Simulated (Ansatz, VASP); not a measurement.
## Two plane-wave programs on C

```
C
1.0
     0.00000    1.78014    1.78014
     1.78014    0.00000    1.78014
     1.78014    1.78014    0.00000
C
2
Direct
  0.00000 0.00000 0.00000
  0.25000 0.25000 0.25000
```

Alike in both runs: functional r2SCAN; k mesh 10 × 10 × 10; no spin polarisation.

Ansatz relaxed the structure, and its values are those at the end. VASP's run is a single point on that final structure, the one shown.

|  | VASP | Ansatz |
| --- | --- | --- |
| version | VASP 6.6.1 | Ansatz 0.2.0 |
| potentials or method | VASP PAW PBE potentials, release 64 (C) | plane waves, PAW |
| plane-wave cutoff (eV) | 520 | 500 |
| occupations | gaussian, width 0.01 eV | fixed |
| valence electrons in the cell | 8 | 8 |

```tsv
	VASP	Ansatz	Ansatz less VASP
pressure (GPa)	1.1	0.0	-1.12
```

VASP's potentials were made for PBE, not for r2SCAN. Ansatz's warnings: stress scf threshold loose.
